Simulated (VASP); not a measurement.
# NaB2 (F-43m) in VASP: notebook

The runs below take NaB2 through single point, relaxation of cell and atoms, with PBE.

Program: VASP 6.6.1. These are calculated values, not measurements. Logs are shortened: lines on timing, memory, paths and dates and some standing lists are left out, and cuts for length are marked.

## (1) The cell of the first run

The structure is cubic, space group F-43m (No. 216). The conventional cell has a = 6.263 Å, b = 6.263 Å, c = 6.263 Å, α = 90.00°, β = 90.00°, γ = 90.00°. Within 3.4 Å of Na (site symmetry -43m) lie 12 B at 2.57 Å and 4 Na at 2.71 Å. Within 3.5 Å of Na (site symmetry -43m) lie 12 B at 2.65 Å and 4 Na at 2.71 Å. B (site symmetry 3m) has 3 B at 1.82 Å within 2.4 Å.

The cell was generated, and may not be a known phase.

## (2) Single point, PBE

INCAR reads:

```
SYSTEM = NaB2
PREC = Accurate
ENCUT = 520
EDIFF = 1E-7
ISMEAR = 0
SIGMA = 0.1
LREAL = .False.
LASPH = .True.
NELM = 100
ALGO = Normal
ISIF = 2
LWAVE = .False.
LCHARG = .True.
GGA = PE
LELF = .True.
LVHAR = .True.
NBANDS = 22
```

KPOINTS reads:

```
regular mesh
0
Gamma
  4 4 4
  0 0 0
```

POSCAR reads:

```
NaB2
1.0
    0.0000000000      3.1313536557      3.1313536557
    3.1313536557      0.0000000000      3.1313536557
    3.1313536557      3.1313536557      0.0000000000
Na B
2 4
Direct
    0.2500000000      0.2500000000      0.2500000000
    0.5000000000      0.5000000000      0.5000000000
    0.8972978438      0.8972978438      0.8972978438
    0.8972978438      0.8972978438      0.3081064685
    0.8972978438      0.3081064685      0.8972978438
    0.3081064685      0.8972978438      0.8972978438
```

Potentials or basis: VASP PAW PBE potentials, release 64 (Na_pv, B).

Started as:

```bash
cat potpaw_PBE.64/Na_pv/POTCAR potpaw_PBE.64/B/POTCAR > POTCAR
mpirun -np 1 vasp_std > vasp.out
```

OUTCAR:

```text
SYSTEM = NaB2
   PREC = Accurate
   ENCUT = 520
   EDIFF = 1E-7
   ISMEAR = 0
   LREAL = .False.
   LASPH = .True.
   NELM = 100
   ISIF = 2
   GGA = PE

 ion  position               nearest neighbor table
   1  0.250  0.250  0.250-   2 2.71   2 2.71   2 2.71   2 2.71
   2  0.500  0.500  0.500-   1 2.71   1 2.71   1 2.71   1 2.71
   3  0.897  0.897  0.897-   4 1.82   5 1.82   6 1.82
   4  0.897  0.897  0.308-   3 1.82   5 1.82   6 1.82
   5  0.897  0.308  0.897-   3 1.82   4 1.82   6 1.82
   6  0.308  0.897  0.897-   3 1.82   4 1.82   5 1.82

  LATTYP: Found a face centered cubic cell.
 ALAT       =     6.2627073114

  Lattice vectors:

 A1 = (   0.0000000000,   3.1313536557,   3.1313536557)
 A2 = (   3.1313536557,   0.0000000000,   3.1313536557)
 A3 = (   3.1313536557,   3.1313536557,   0.0000000000)

Analysis of symmetry for initial positions (statically):
=====================================================================
 Subroutine PRICEL returns:
 Original cell was already a primitive cell.

 Routine SETGRP: Setting up the symmetry group for a
 face centered cubic supercell.

 Subroutine GETGRP returns: Found 24 space group operations
 (whereof 24 operations were pure point group operations)
 out of a pool of 48 trial point group operations.

The static configuration has the point symmetry T_d .

Analysis of symmetry for dynamics (positions and initial velocities):
=====================================================================
 Subroutine PRICEL returns:
 Original cell was already a primitive cell.

 Routine SETGRP: Setting up the symmetry group for a
 face centered cubic supercell.

 Subroutine GETGRP returns: Found 24 space group operations
 (whereof 24 operations were pure point group operations)
 out of a pool of 48 trial point group operations.

The dynamic configuration has the point symmetry T_d .

 Subroutine INISYM returns: Found 24 space group operations
 (whereof 24 operations are pure point group operations),
 and found     1 'primitive' translations

----------------------------------------------------------------------------------------

                                     Primitive cell

  volume of cell :      61.4082

  direct lattice vectors                    reciprocal lattice vectors
     0.000000000  3.131353656  3.131353656    -0.159675353  0.159675353  0.159675353
     3.131353656  0.000000000  3.131353656     0.159675353 -0.159675353  0.159675353
     3.131353656  3.131353656  0.000000000     0.159675353  0.159675353 -0.159675353

  length of vectors
     4.428402808  4.428402808  4.428402808     0.276565824  0.276565824  0.276565824

  position of ions in fractional coordinates (direct lattice)
     0.250000000  0.250000000  0.250000000
     0.500000000  0.500000000  0.500000000
     0.897297844  0.897297844  0.897297844
     0.897297844  0.897297844  0.308106469
     0.897297844  0.308106469  0.897297844
     0.308106469  0.897297844  0.897297844

  ion indices of the primitive-cell ions
   primitive index   ion index
                 1           1
                 2           2
                 3           3
                 4           4
                 5           5
                 6           6

----------------------------------------------------------------------------------------

 KPOINTS: regular mesh

Automatic generation of k-mesh.
 Grid dimensions read from file:
 generate k-points for:    4    4    4

 Generating k-lattice:

  Cartesian coordinates                     Fractional coordinates (reciprocal lattice)
    -0.039918838  0.039918838  0.039918838     0.250000000  0.000000000  0.000000000
     0.039918838 -0.039918838  0.039918838     0.000000000  0.250000000  0.000000000
     0.039918838  0.039918838 -0.039918838     0.000000000  0.000000000  0.250000000

  Length of vectors
     0.069141456  0.069141456  0.069141456

  Shift w.r.t. Gamma in fractional coordinates (k-lattice)
     0.000000000  0.000000000  0.000000000

 Subroutine IBZKPT returns following result:
 ===========================================

 Found      8 irreducible k-points:

 Following reciprocal coordinates:
            Coordinates               Weight
  0.000000  0.000000  0.000000      1.000000
  0.250000  0.000000  0.000000      8.000000
  0.500000  0.000000  0.000000      4.000000
  0.250000  0.250000  0.000000      6.000000
  0.500000  0.250000  0.000000     24.000000
 -0.250000  0.250000  0.000000     12.000000
  0.500000  0.500000  0.000000      3.000000
 -0.250000  0.500000  0.250000      6.000000
   k-points           NKPTS =      8   k-points in BZ     NKDIM =      8   number of bands    NBANDS=     22
   number of dos      NEDOS =    301   number of ions     NIONS =      6
   total plane-waves  NPLWV =  46656
   dimension x,y,z NGX =    36 NGY =   36 NGZ =   36
   dimension x,y,z NGXF=    72 NGYF=   72 NGZF=   72
   ions per type =               2   4
   NGX,Y,Z   is equivalent  to a cutoff of  13.51, 13.51, 13.51 a.u.
   NGXF,Y,Z  is equivalent  to a cutoff of  27.03, 27.03, 27.03 a.u.
 SYSTEM =  NaB2
   PREC   = accura    normal or accurate (medium, high low for compatibility)
   ISTART =      0    job   : 0-new  1-cont  2-samecut
   ICHARG =      2    charge: 1-file 2-atom 10-const
   ISPIN  =      1    spin polarized calculation?
   LNONCOLLINEAR =      F non collinear calculations
   LSORBIT =      F    spin-orbit coupling
   LASPH  =      T    aspherical Exc in radial PAW
   ENCUT  =  520.0 eV  38.22 Ry    6.18 a.u.   8.23  8.23  8.23*2*pi/ulx,y,z
   NELM   =    100;   NELMIN=  2; NELMDL= -5     # of ELM steps
   EDIFF  = 0.1E-06   stopping-criterion for ELM
   LREAL  =      F    real-space projection
   EDIFFG = 0.1E-05   stopping-criterion for IOM
   NSW    =      0    number of steps for IOM
   IBRION =     -1    ionic relax: 0-MD 1-quasi-New 2-CG
   NFREE  =      0    steps in history (QN), initial steepest desc. (CG)
   ISIF   =      2    stress and relaxation
   ISYM   =      2    0-nonsym 1-usesym 2-fastsym
   POTIM  = 0.5000    time-step for ionic-motion
   TEBEG  =    0.0;   TEEND  =   0.0 temperature during run
   PSTRESS=    0.0 pullay stress
   NELECT =      26.0000    total number of electrons
   NUPDOWN=      -1.0000    fix difference up-down
   EMIN   =  10.00;   EMAX   =-10.00  energy-range for DOS
   EFERMI =   0.00;   METHOD = LEGACY
   ISMEAR =     0;   SIGMA  =   0.10  broadening in eV -4-tet -1-fermi 0-gaus
   EFERMI_NEDOS =   21; number of points for ismear=-14 and -15
   IALGO  =     38    algorithm
   IMIX   =      4    mixing-type and parameters
     AMIX     =   0.40;   BMIX     =  1.00
     AMIX_MAG =   1.60;   BMIX_MAG =  1.00
  volume/ion in A,a.u.               =      10.23        69.07
  Fermi-wavevector in a.u.,A,eV,Ry     =   1.229298  2.323036 20.560763  1.511173
  Thomas-Fermi vector in A             =   2.364191
   LORBIT       =      0    0 simple, 1 ext, 2 COOP (PROOUT), +10 PAW based schemes
   GGA     = PE    functional components
   LHFCALC =     F    Hartree Fock is set to
   AEXX    =    0.0000 exact exchange contribution
   IVDW    =     0    specifies the selected vdW correction
   LEPSILON=     F    determine dielectric tensor
   LRPA    =     F    only Hartree local field effects (RPA)
 non-spin polarized calculation
 Gauss-broadening in eV      SIGMA  =   0.10
  energy-cutoff  :      520.00
  volume of cell :       61.41
 maximum number of plane-waves:      1676
 NGX is ok and might be reduce to    36
   NGX = 17   NGY = 17   NGZ = 17

 number of electron      26.0000014 magnetization

 Free energy of the ion-electron system (eV)
  ---------------------------------------------------
  ext. energy  EPLUGINS =         0.00000000
  ---------------------------------------------------
  free energy    TOTEN  =       -22.72441591 eV

  energy without entropy =      -22.71342695  energy(sigma->0) =      -22.71892143

 E-fermi :   4.4489     XC(G=0): -10.6212

 val. band max:        4.4485022736   @ k =  -0.2500   0.2500   0.0000
 cond. band min:       4.6517872046   @ k =   0.2500   0.2500   0.0000
 fundamental gap:      0.2032849310
 Fermi energy:         4.4489118305

 k-point     1 :       0.0000    0.0000    0.0000
  band No.  band energies     occupation
      1     -19.2008      2.00000
      2     -19.2008      2.00000
      3     -19.2008      2.00000
      4     -18.8098      2.00000
      5     -18.8098      2.00000
      6     -18.8098      2.00000
[... 14 lines left out ...]
     21      14.1583      0.00000
     22      14.1583      0.00000

 k-point     2 :       0.2500    0.0000    0.0000
  band No.  band energies     occupation
      1     -19.2145      2.00000
      2     -19.2096      2.00000
      3     -19.2096      2.00000
      4     -18.8125      2.00000
      5     -18.8028      2.00000
      6     -18.8028      2.00000
[... 14 lines left out ...]
     21      13.7980      0.00000
     22      13.7981      0.00000

 k-point     3 :       0.5000    0.0000    0.0000
  band No.  band energies     occupation
      1     -19.2296      2.00000
      2     -19.2181      2.00000
      3     -19.2181      2.00000
      4     -18.8134      2.00000
      5     -18.7961      2.00000
      6     -18.7961      2.00000
[... 14 lines left out ...]
     21      14.3455      0.00000
     22      16.0786      0.00000

 k-point     4 :       0.2500    0.2500    0.0000
  band No.  band energies     occupation
      1     -19.2210      2.00000
      2     -19.2210      2.00000
      3     -19.2002      2.00000
      4     -18.8268      2.00000
      5     -18.7944      2.00000
      6     -18.7944      2.00000
[... 14 lines left out ...]
     21      12.9728      0.00000
     22      13.3668      0.00000

 k-point     5 :       0.5000    0.2500    0.0000
  band No.  band energies     occupation
      1     -19.2445      2.00000
      2     -19.2292      2.00000
      3     -19.1986      2.00000
      4     -18.8319      2.00000
      5     -18.7880      2.00000
      6     -18.7848      2.00000
[... 14 lines left out ...]
     21      12.6228      0.00000
     22      14.7554      0.00000

 k-point     6 :      -0.2500    0.2500    0.0000
  band No.  band energies     occupation
      1     -19.2427      2.00000
      2     -19.2182      2.00000
      3     -19.2025      2.00000
      4     -18.8246      2.00000
      5     -18.7960      2.00000
      6     -18.7870      2.00000
[... 14 lines left out ...]
     21      12.7662      0.00000
     22      13.3586      0.00000

 k-point     7 :       0.5000    0.5000    0.0000
  band No.  band energies     occupation
      1     -19.2400      2.00000
      2     -19.2400      2.00000
      3     -19.2000      2.00000
      4     -18.8421      2.00000
      5     -18.7804      2.00000
      6     -18.7804      2.00000
[... 14 lines left out ...]
     21      15.1249      0.00000
     22      16.0672      0.00000

 k-point     8 :      -0.2500    0.5000    0.2500
  band No.  band energies     occupation
      1     -19.2480      2.00000
      2     -19.2411      2.00000
      3     -19.1918      2.00000
      4     -18.8372      2.00000
      5     -18.7842      2.00000
      6     -18.7807      2.00000
[... 14 lines left out ...]
     21      13.9463      0.00000
     22      14.7199      0.00000

------------------------ aborting loop because EDIFF is reached ----------------------------------------

  FORCE on cell =-STRESS in cart. coord.  units (eV):
  Direction    XX          YY          ZZ          XY          YZ          ZX
  --------------------------------------------------------------------------------------
  -------------------------------------------------------------------------------------
  Total       -0.0018803     -0.0018803     -0.0018803      0.0000000      0.0000000      0.0000000
  in kB       -0.0490580     -0.0490580     -0.0490580      0.0000000      0.0000000      0.0000000
  external PRESSURE =      -0.0490580 kB  Pullay stress =       0.0000000 kB

 VOLUME and BASIS-vectors are now :
 -----------------------------------------------------------------------------
  energy-cutoff  :      520.00
  volume of cell :       61.41
      direct lattice vectors                 reciprocal lattice vectors
     0.000000000  3.131353656  3.131353656    -0.159675353  0.159675353  0.159675353
     3.131353656  0.000000000  3.131353656     0.159675353 -0.159675353  0.159675353
     3.131353656  3.131353656  0.000000000     0.159675353  0.159675353 -0.159675353

 POSITION                                       TOTAL-FORCE (eV/Angst)
 -----------------------------------------------------------------------------------
      1.56568      1.56568      1.56568         0.000000      0.000000      0.000000
      3.13135      3.13135      3.13135         0.000000      0.000000      0.000000
      5.61951      5.61951      5.61951        -0.005163     -0.005163     -0.005163
      3.77455      3.77455      5.61951         0.005163      0.005163     -0.005163
      3.77455      5.61951      3.77455         0.005163     -0.005163      0.005163
      5.61951      3.77455      3.77455        -0.005163      0.005163      0.005163
 -----------------------------------------------------------------------------------
    total drift:                                0.000001      0.000001      0.000001

  FREE ENERGIE OF THE ION-ELECTRON SYSTEM (eV)
  ---------------------------------------------------
  free  energy   TOTEN  =       -22.7244159122 eV

  energy  without entropy=      -22.7134269495  energy(sigma->0) =      -22.71892143
```

Wall time 15 s (1 thread of Intel Xeon Platinum 8488C (Sapphire Rapids), shared host); peak memory 0.19 GiB.

Results:

```yaml
Free_energy: -22.7244 eV
Pressure: 0.0 GPa
Largest_force: 0.009 eV/Å
Band_gap_on_the_k_mesh: zero (bands 13 and 14 overlap by 2.27 eV)
```

Forces on the atoms (eV/Å):
```
Na   0.000  0.000  0.000
Na   0.000  0.000  0.000
B   -0.005 -0.005 -0.005
B    0.005  0.005 -0.005
B    0.005 -0.005  0.005
B   -0.005  0.005  0.005
```

Caveat: the k points lie up to 0.43 Å⁻¹ apart, too coarse for converged energies and pressures of a metal.

## (3) Single point, PBE

This run uses another cell than the first one, of 14.39 Å³/atom.

INCAR reads:

```
  PREC = Accurate
  ENCUT = 520
  EDIFF = 1E-6
  ISMEAR = 0
  SIGMA = 0.1
  LREAL = F
  LASPH = T
  NELM = 60
  ALGO = Normal
  ISIF = 2
  LWAVE = F
  LCHARG = F
  GGA = PE
  NBANDS = 22
```

KPOINTS reads:

```
regular mesh
0
Gamma
  4 4 4
```

POSCAR reads:

```
NaB2
1.0
    0.0000000000      3.5084037600      3.5084037600
    3.5084037600      0.0000000000      3.5084037600
    3.5084037600      3.5084037600      0.0000000000
Na B
2 4
Direct
    0.2500000000      0.2500000000      0.2500000000
    0.5000000000      0.5000000000      0.5000000000
    0.9164066500      0.9164066500      0.9164066500
    0.9164066500      0.9164066500      0.2507800500
    0.9164066500      0.2507800500      0.9164066500
    0.2507800500      0.9164066500      0.9164066500
```

Potentials or basis: VASP PAW PBE potentials, release 64 (Na_pv, B).

Started as:

```bash
cat potpaw_PBE.64/Na_pv/POTCAR potpaw_PBE.64/B/POTCAR > POTCAR
mpirun -np 1 vasp_std > vasp.out
```

OUTCAR:

```text
PREC = Accurate
   ENCUT = 520
   EDIFF = 1E-6
   ISMEAR = 0
   LREAL = F
   LASPH = T
   NELM = 60
   ISIF = 2
   GGA = PE

 ion  position               nearest neighbor table
   1  0.250  0.250  0.250-
   2  0.500  0.500  0.500-
   3  0.916  0.916  0.916-   4 1.66   5 1.66   6 1.66
   4  0.916  0.916  0.251-   3 1.66   5 1.66   6 1.66
   5  0.916  0.251  0.916-   3 1.66   4 1.66   6 1.66
   6  0.251  0.916  0.916-   3 1.66   4 1.66   5 1.66

  LATTYP: Found a face centered cubic cell.
 ALAT       =     7.0168075200

  Lattice vectors:

 A1 = (   0.0000000000,   3.5084037600,   3.5084037600)
 A2 = (   3.5084037600,   0.0000000000,   3.5084037600)
 A3 = (   3.5084037600,   3.5084037600,   0.0000000000)

Analysis of symmetry for initial positions (statically):
=====================================================================
 Subroutine PRICEL returns:
 Original cell was already a primitive cell.

 Routine SETGRP: Setting up the symmetry group for a
 face centered cubic supercell.

[... 158 lines left out ...]
 E-fermi :   1.7940     XC(G=0):  -9.0096

 val. band max:        1.7736414033   @ k =   0.5000   0.5000   0.0000
 cond. band min:       1.9018777156   @ k =   0.2500   0.2500   0.0000
 fundamental gap:      0.1282363123
 Fermi energy:         1.7940159302

 k-point     1 :       0.0000    0.0000    0.0000
  band No.  band energies     occupation
      1     -21.9766      2.00000
      2     -21.9766      2.00000
      3     -21.9766      2.00000
      4     -21.6439      2.00000
      5     -21.6439      2.00000
      6     -21.6439      2.00000
[... 189 lines left out ...]
     21       8.7507      0.00000
     22      11.4676      0.00000

------------------------ aborting loop because EDIFF is reached ----------------------------------------

  FORCE on cell =-STRESS in cart. coord.  units (eV):
  Direction    XX          YY          ZZ          XY          YZ          ZX
  --------------------------------------------------------------------------------------
  -------------------------------------------------------------------------------------
  Total       -0.7659207     -0.7659207     -0.7659207      0.0000000     -0.0000000      0.0000000
  in kB      -14.2080892    -14.2080892    -14.2080892      0.0000000     -0.0000000      0.0000000
  external PRESSURE =     -14.2080892 kB  Pullay stress =       0.0000000 kB

 VOLUME and BASIS-vectors are now :
 -----------------------------------------------------------------------------
  energy-cutoff  :      520.00
  volume of cell :       86.37
      direct lattice vectors                 reciprocal lattice vectors
     0.000000000  3.508403760  3.508403760    -0.142514954  0.142514954  0.142514954
     3.508403760  0.000000000  3.508403760     0.142514954 -0.142514954  0.142514954
     3.508403760  3.508403760  0.000000000     0.142514954  0.142514954 -0.142514954

 POSITION                                       TOTAL-FORCE (eV/Angst)
 -----------------------------------------------------------------------------------
      1.75420      1.75420      1.75420         0.000000      0.000000      0.000000
      3.50840      3.50840      3.50840         0.000000      0.000000      0.000000
      6.43025      6.43025      6.43025        -0.873103     -0.873103     -0.873103
      4.09496      4.09496      6.43025         0.873103      0.873103     -0.873103
      4.09496      6.43025      4.09496         0.873103     -0.873103      0.873103
      6.43025      4.09496      4.09496        -0.873103      0.873103      0.873103
 -----------------------------------------------------------------------------------
    total drift:                                0.000000      0.000000      0.000000

  FREE ENERGIE OF THE ION-ELECTRON SYSTEM (eV)
  ---------------------------------------------------
  free  energy   TOTEN  =       -22.0193616362 eV

  energy  without entropy=      -22.0004701100  energy(sigma->0) =      -22.00991587
```

It took 21 s on 1 thread of Intel Xeon Platinum 8488C (Sapphire Rapids), shared host; peak memory 0.22 GiB.

What came out:

| Property | Result |
| --- | --- |
| Free energy | -22.0194 eV |
| Pressure | -1.4 GPa |
| Largest force | 1.512 eV/Å |
| Band gap on the k mesh | zero (bands 13 and 14 overlap by 0.27 eV) |

Forces in eV/Å, atoms in the order of the input:
```
Na   0.000  0.000  0.000
Na   0.000  0.000  0.000
B   -0.873 -0.873 -0.873
B    0.873  0.873 -0.873
B    0.873 -0.873  0.873
B   -0.873  0.873  0.873
```

Caveat: the k points lie up to 0.39 Å⁻¹ apart; forces of over 1 eV/Å act on the atoms, so gaps and moduli don't describe the material at rest.

[end of part 1 of 2]

The gap in the log of VASP goes by the Fermi energy; the results here count the filled bands.